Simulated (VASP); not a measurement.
# Cu3O2 (R-3m) in VASP: single point with PBE

Aim: the single point of Cu3O2 with PBE.

Everything below comes from runs of VASP 6.6.1. Logs are shortened: lines on timing, memory, paths and dates and some standing lists are left out, and cuts for length are marked.

### 1 The cell of the first run

The structure is trigonal, space group R-3m (No. 166). Conventional cell: a = 5.926 Å, b = 5.926 Å, c = 6.587 Å, α = 90.00°, β = 90.00°, γ = 120.00°. Cu (site symmetry 2/m) has 2 O at 1.82 Å within 2.4 Å. Within 2.4 Å of O (site symmetry 3m) lie 3 Cu at 1.82 Å.

### 2 Single point, PBE

The input, INCAR:

```
PREC     = Accurate       # precision mode
ENCUT    = 700            # plane-wave cutoff, eV
EDIFF    = 1E-6           # SCF threshold, eV
ISMEAR   = 0              # smearing method
SIGMA    = 0.1            # smearing width, eV
LREAL    = False          # projectors in reciprocal space
LASPH    = True           # aspherical terms in the spheres
NELM     = 120            # most SCF steps
ALGO     = Normal         # electronic algorithm
ISIF     = 2              # what is computed and relaxed
LWAVE    = False          # write WAVECAR
LCHARG   = False          # write CHGCAR
GGA      = PE             # functional
NBANDS   = 42             # bands
GGA_COMPAT= False
```

The input, KPOINTS:

```
Automatic mesh
0
Gamma
  6 6 6
```

The input, POSCAR:

```
Cu3O2
1.0
    2.9630035000      1.7106909000      2.1957922000
   -2.9630035000      1.7106909000      2.1957922000
    0.0000000000     -3.4213818000      2.1957922000
Cu O
3 2
Direct
    0.5000000000      0.0000000000      0.0000000000
    0.0000000000      0.5000000000      0.0000000000
    0.0000000000      0.0000000000      0.5000000000
    0.2629700000      0.2629700000      0.2629700000
    0.7370300000      0.7370300000      0.7370300000
```

Potentials or basis: VASP PAW PBE potentials, release 64 (Cu_sv_GW, O).

On the command line:

```sh
$ cat potpaw_PBE.64/Cu_sv_GW/POTCAR potpaw_PBE.64/O/POTCAR > POTCAR
$ mpirun -np 1 vasp_std > vasp.out
```

OUTCAR:

```text
PREC = Accurate
   ENCUT = 700
   EDIFF = 1E-6
   ISMEAR = 0
   LREAL = False
   LASPH = True
   NELM = 120
   ISIF = 2
   GGA = PE

 ion  position               nearest neighbor table
   1  0.500  0.000  0.000-   4 1.82   5 1.82
   2  0.000  0.500  0.000-   4 1.82   5 1.82
   3  0.000  0.000  0.500-   4 1.82   5 1.82
   4  0.263  0.263  0.263-   1 1.82   2 1.82   3 1.82
   5  0.737  0.737  0.737-   1 1.82   2 1.82   3 1.82

  LATTYP: Found a trigonal (rhomboedric) cell.
 ALAT       =     4.0653851579
 COS(alpha) =    -0.0624070160

  Lattice vectors:

 A1 = (   2.9630035000,   1.7106909000,   2.1957922000)
 A2 = (  -2.9630035000,   1.7106909000,   2.1957922000)
 A3 = (   0.0000000000,  -3.4213818000,   2.1957922000)

Analysis of symmetry for initial positions (statically):
=====================================================================
 Subroutine PRICEL returns:
 Original cell was already a primitive cell.

 Routine SETGRP: Setting up the symmetry group for a
 trigonal (rhombohedral) supercell.

 Subroutine GETGRP returns: Found 12 space group operations
 (whereof 12 operations were pure point group operations)
 out of a pool of 12 trial point group operations.

The static configuration has the point symmetry D_3d.

Analysis of symmetry for dynamics (positions and initial velocities):
=====================================================================
 Subroutine PRICEL returns:
 Original cell was already a primitive cell.

 Routine SETGRP: Setting up the symmetry group for a
 trigonal (rhombohedral) supercell.

 Subroutine GETGRP returns: Found 12 space group operations
 (whereof 12 operations were pure point group operations)
 out of a pool of 12 trial point group operations.

The dynamic configuration has the point symmetry D_3d.

 Subroutine INISYM returns: Found 12 space group operations
 (whereof 12 operations are pure point group operations),
 and found     1 'primitive' translations

----------------------------------------------------------------------------------------

                                     Primitive cell

  volume of cell :      66.7800

  direct lattice vectors                    reciprocal lattice vectors
     2.963003500  1.710690900  2.195792200     0.168747691  0.097426523  0.151805500
    -2.963003500  1.710690900  2.195792200    -0.168747691  0.097426523  0.151805500
     0.000000000 -3.421381800  2.195792200     0.000000000 -0.194853046  0.151805500

  length of vectors
     4.065385158  4.065385158  4.065385198     0.247007329  0.247007329  0.247007327

  position of ions in fractional coordinates (direct lattice)
     0.500000000  0.000000000  0.000000000
     0.000000000  0.500000000  0.000000000
     0.000000000  0.000000000  0.500000000
     0.262970000  0.262970000  0.262970000
     0.737030000  0.737030000  0.737030000

  ion indices of the primitive-cell ions
   primitive index   ion index
                 1           1
                 2           2
                 3           3
                 4           4
                 5           5

----------------------------------------------------------------------------------------

 KPOINTS: Automatic mesh

Automatic generation of k-mesh.
 Grid dimensions read from file:
 generate k-points for:    6    6    6

 Generating k-lattice:

  Cartesian coordinates                     Fractional coordinates (reciprocal lattice)
     0.028124615  0.016237754  0.025300917     0.166666667  0.000000000  0.000000000
    -0.028124615  0.016237754  0.025300917     0.000000000  0.166666667  0.000000000
     0.000000000 -0.032475508  0.025300917     0.000000000  0.000000000  0.166666667

  Length of vectors
     0.041167888  0.041167888  0.041167888

  Shift w.r.t. Gamma in fractional coordinates (k-lattice)
     0.000000000  0.000000000  0.000000000

 Subroutine IBZKPT returns following result:
 ===========================================

 Found     32 irreducible k-points:

 Following reciprocal coordinates:
            Coordinates               Weight
  0.000000  0.000000  0.000000      1.000000
  0.166667 -0.000000 -0.000000      6.000000
  0.333333 -0.000000  0.000000      6.000000
  0.500000  0.000000 -0.000000      3.000000
  0.166667  0.166667 -0.000000      6.000000
  0.333333  0.166667 -0.000000     12.000000
[... 16 lines left out ...]
  0.500000  0.500000  0.166667      6.000000
 -0.333333  0.500000  0.166667     12.000000
 [... further k-points ...]
   k-points           NKPTS =     32   k-points in BZ     NKDIM =     32   number of bands    NBANDS=     42
   number of dos      NEDOS =    301   number of ions     NIONS =      5
   total plane-waves  NPLWV =  46656
   dimension x,y,z NGX =    36 NGY =   36 NGZ =   36
   dimension x,y,z NGXF=    72 NGYF=   72 NGZF=   72
   ions per type =               3   2
   NGX,Y,Z   is equivalent  to a cutoff of  14.72, 14.72, 14.72 a.u.
   NGXF,Y,Z  is equivalent  to a cutoff of  29.44, 29.44, 29.44 a.u.
 SYSTEM =  unknown system
   PREC   = accura    normal or accurate (medium, high low for compatibility)
   ISTART =      0    job   : 0-new  1-cont  2-samecut
   ICHARG =      2    charge: 1-file 2-atom 10-const
   ISPIN  =      1    spin polarized calculation?
   LNONCOLLINEAR =      F non collinear calculations
   LSORBIT =      F    spin-orbit coupling
   LASPH  =      T    aspherical Exc in radial PAW
   ENCUT  =  700.0 eV  51.45 Ry    7.17 a.u.   8.77  8.77  8.77*2*pi/ulx,y,z
   NELM   =    120;   NELMIN=  2; NELMDL= -5     # of ELM steps
   EDIFF  = 0.1E-05   stopping-criterion for ELM
   LREAL  =      F    real-space projection
   EDIFFG = 0.1E-04   stopping-criterion for IOM
   NSW    =      0    number of steps for IOM
   IBRION =     -1    ionic relax: 0-MD 1-quasi-New 2-CG
   NFREE  =      0    steps in history (QN), initial steepest desc. (CG)
   ISIF   =      2    stress and relaxation
   ISYM   =      2    0-nonsym 1-usesym 2-fastsym
   POTIM  = 0.5000    time-step for ionic-motion
   TEBEG  =    0.0;   TEEND  =   0.0 temperature during run
   PSTRESS=    0.0 pullay stress
   NELECT =      69.0000    total number of electrons
   NUPDOWN=      -1.0000    fix difference up-down
   EMIN   =  10.00;   EMAX   =-10.00  energy-range for DOS
   EFERMI =   0.00;   METHOD = LEGACY
   ISMEAR =     0;   SIGMA  =   0.10  broadening in eV -4-tet -1-fermi 0-gaus
   EFERMI_NEDOS =   21; number of points for ismear=-14 and -15
   IALGO  =     38    algorithm
   IMIX   =      4    mixing-type and parameters
     AMIX     =   0.40;   BMIX     =  1.00
     AMIX_MAG =   1.60;   BMIX_MAG =  1.00
  volume/ion in A,a.u.               =      13.36        90.13
  Fermi-wavevector in a.u.,A,eV,Ry     =   1.655042  3.127577 37.268608  2.739165
  Thomas-Fermi vector in A             =   2.743206
   LORBIT       =      0    0 simple, 1 ext, 2 COOP (PROOUT), +10 PAW based schemes
   GGA     = PE    functional components
   LHFCALC =     F    Hartree Fock is set to
   AEXX    =    0.0000 exact exchange contribution
   IVDW    =     0    specifies the selected vdW correction
   LEPSILON=     F    determine dielectric tensor
   LRPA    =     F    only Hartree local field effects (RPA)
 non-spin polarized calculation
 Gauss-broadening in eV      SIGMA  =   0.10
  energy-cutoff  :      700.00
  volume of cell :       66.78
 maximum number of plane-waves:      2830
   NGX = 17   NGY = 17   NGZ = 17

 number of electron      68.9999923 magnetization

 Free energy of the ion-electron system (eV)
  ---------------------------------------------------
  ext. energy  EPLUGINS =         0.00000000
  ---------------------------------------------------
  free energy    TOTEN  =       -23.34019857 eV

  energy without entropy =      -23.30790015  energy(sigma->0) =      -23.32404936

 E-fermi :   3.3301     XC(G=0): -10.8945

 val. band max:        3.3284491437   @ k =  -0.3333  -0.3333   0.1667
 cond. band min:       3.3443650208   @ k =   0.5000   0.3333   0.3333
 fundamental gap:      0.0159158771
 Fermi energy:         3.3301439036

 k-point     1 :       0.0000    0.0000    0.0000
  band No.  band energies     occupation
      1    -108.8162      2.00000
      2    -108.8145      2.00000
      3    -108.8145      2.00000
      4     -66.4706      2.00000
      5     -66.4591      2.00000
      6     -66.4591      2.00000
[... 34 lines left out ...]
     41      13.5573      0.00000
     42      14.8399      0.00000

 k-point     2 :       0.1667   -0.0000   -0.0000
  band No.  band energies     occupation
      1    -108.8164      2.00000
      2    -108.8144      2.00000
      3    -108.8142      2.00000
      4     -66.4697      2.00000
      5     -66.4597      2.00000
      6     -66.4589      2.00000
[... 34 lines left out ...]
     41      13.0830      0.00000
     42      14.6696      0.00000

 k-point     3 :       0.3333   -0.0000    0.0000
  band No.  band energies     occupation
      1    -108.8161      2.00000
      2    -108.8147      2.00000
      3    -108.8142      2.00000
      4     -66.4680      2.00000
      5     -66.4613      2.00000
      6     -66.4590      2.00000
[... 34 lines left out ...]
     41      13.1485      0.00000
     42      13.9111      0.00000

 k-point     4 :       0.5000    0.0000   -0.0000
  band No.  band energies     occupation
      1    -108.8159      2.00000
      2    -108.8152      2.00000
      3    -108.8144      2.00000
      4     -66.4667      2.00000
      5     -66.4628      2.00000
      6     -66.4592      2.00000
[... 844 lines left out ...]
     41      12.6304      0.00000
     42      14.9154      0.00000

 k-point    23 :       0.5000    0.5000    0.1667
  band No.  band energies     occupation
      1    -108.8151      2.00000
      2    -108.8150      2.00000
      3    -108.8149      2.00000
      4     -66.4688      2.00000
      5     -66.4611      2.00000
      6     -66.4587      2.00000
[... 34 lines left out ...]
     41      12.1760      0.00000
     42      15.7309      0.00000

 k-point    24 :      -0.3333    0.5000    0.1667
  band No.  band energies     occupation
      1    -108.8156      2.00000
      2    -108.8151      2.00000
      3    -108.8144      2.00000
      4     -66.4673      2.00000
      5     -66.4627      2.00000
      6     -66.4585      2.00000
[... 34 lines left out ...]
     41      12.2539      0.00000
     42      15.7003      0.00000

 [... further k-points ...]

------------------------ aborting loop because EDIFF is reached ----------------------------------------

  FORCE on cell =-STRESS in cart. coord.  units (eV):
  Direction    XX          YY          ZZ          XY          YZ          ZX
  --------------------------------------------------------------------------------------
  -------------------------------------------------------------------------------------
  Total       -1.0724512     -1.0724512     -1.1428289      0.0000000      0.0000000      0.0000000
  in kB      -25.7301266    -25.7301275    -27.4186207      0.0000000      0.0000000      0.0000000
  external PRESSURE =     -26.2929583 kB  Pullay stress =       0.0000000 kB

 VOLUME and BASIS-vectors are now :
 -----------------------------------------------------------------------------
  energy-cutoff  :      700.00
  volume of cell :       66.78
      direct lattice vectors                 reciprocal lattice vectors
     2.963003500  1.710690900  2.195792200     0.168747691  0.097426523  0.151805500
    -2.963003500  1.710690900  2.195792200    -0.168747691  0.097426523  0.151805500
     0.000000000 -3.421381800  2.195792200     0.000000000 -0.194853046  0.151805500

 POSITION                                       TOTAL-FORCE (eV/Angst)
 -----------------------------------------------------------------------------------
      1.48150      0.85535      1.09790         0.000000      0.000000     -0.000000
     -1.48150      0.85535      1.09790        -0.000000      0.000000      0.000000
      0.00000     -1.71069      1.09790         0.000000     -0.000000     -0.000000
      0.00000      0.00000      1.73228         0.000000     -0.000000      0.011771
      0.00000      0.00000      4.85509         0.000000      0.000000     -0.011771
 -----------------------------------------------------------------------------------
    total drift:                                0.000000      0.000000     -0.000000

  FREE ENERGIE OF THE ION-ELECTRON SYSTEM (eV)
  ---------------------------------------------------
  free  energy   TOTEN  =       -23.3401985651 eV

  energy  without entropy=      -23.3079001542  energy(sigma->0) =      -23.32404936
```

Wall time 2.2 min (1 thread of Intel Xeon Platinum 8488C (Sapphire Rapids), shared host); peak memory 0.28 GiB.

Results:

| Property | Result |
| --- | --- |
| Free energy | -23.3402 eV |
| Pressure | -2.6 GPa |
| Largest force | 0.012 eV/Å |
| Band gap on the k mesh | zero (an odd number of electrons rules out a gap without spin polarisation) |

Forces in eV/Å, atoms in the order of the input:
```
Cu   0.000  0.000  0.000
Cu   0.000  0.000  0.000
Cu   0.000  0.000  0.000
O    0.000  0.000  0.012
O    0.000  0.000 -0.012
```

Caveat: an odd number of electrons without spin polarisation forces a metal; a magnetic or distorted state may lie lower. With open d or f shells a metallic result of PBE can be an artefact of self-interaction; +U or a hybrid may open a gap.
